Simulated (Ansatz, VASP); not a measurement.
**BeAl in VASP and in Ansatz**

```
Be Al
1.0
     2.70038    0.00000    0.00000
     0.00000    2.70038    0.00000
     0.00000    0.00000    3.48508
Be Al
1 1
Direct
  0.50000 0.50000 0.00000
  0.00000 0.00000 0.50000
```

Alike in both runs: task single point; functional PBE; k mesh 6 × 6 × 6; occupations gaussian, width 0.1 eV; no spin polarisation.

```csv
,VASP,Ansatz
version,VASP 6.6.1,Ansatz 0.2.0
potentials or method,"VASP PAW PBE potentials, release 64 (Be, Al), cutoff 520 eV","scalar-relativistic, plane waves, PAW"
valence electrons in the cell,5,5
```

```csv
,VASP,Ansatz,Ansatz less VASP
gap on the k mesh at the Fermi level (eV),none,none,-
pressure (GPa),-0.9,-1.0,-0.02
"traceless stress, the component that is largest in VASP (GPa)",4.45,4.42,-0.028
```

A gap of «none» marks a metal or a gap that the smearing closes.

The k mesh is coarse, so the values compare programs but aren't converged.
